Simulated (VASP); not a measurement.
Sb:

```
CELL_PARAMETERS angstrom
0.00000 3.43360 3.43360
3.43360 0.00000 3.43360
3.43360 3.43360 0.00000
ATOMIC_POSITIONS crystal
Sb 0.00000 0.00000 0.00000
Sb 0.25000 0.25000 0.25000
```

This isn't the form of Sb at room conditions, which is rhombohedral.

```yaml
Program: VASP 6.6.1
Task: relaxation of cell and atoms
Functional: r2SCAN
Potentials_or_basis: VASP PAW PBE potentials, release 64 (Sb)
Cutoff: 550 eV
k_mesh: 14 × 14 × 14
Occupations: gaussian, width 0.1 eV
Spin: no spin polarisation
```

At the start: pressure 1.2 GPa; volume 40.48 Å³/atom.

**Question.** How do energy, volume and symmetry change on relaxing?

**Answer.** Over 3 steps the energy falls by 5.0 meV/atom and the volume is 41.85 Å³/atom (+3.4 %); space group Fd-3m (No. 227, to 0.1 Å) before and after.

The path:
```csv
step,energy change (eV),largest force (eV/Å),pressure (GPa),volume (Å³)
1,0.0000,0.0000,1.21,80.96
2,-0.0090,0.0000,-0.36,84.61
3,-0.0101,0.0000,0.00,83.69
```

Final structure:
```yaml
crystal:
  lattice:
    - [0.00000, 3.47177, 3.47177]
    - [3.47177, 0.00000, 3.47177]
    - [3.47177, 3.47177, 0.00000]
  atoms:
    - { symbol: Sb, position: [0.00000, 0.00000, 0.00000] }
    - { symbol: Sb, position: [0.25000, 0.25000, 0.25000] }
```

Caveat: the PAW data sets were made with another functional, which shifts forces and pressure a little.
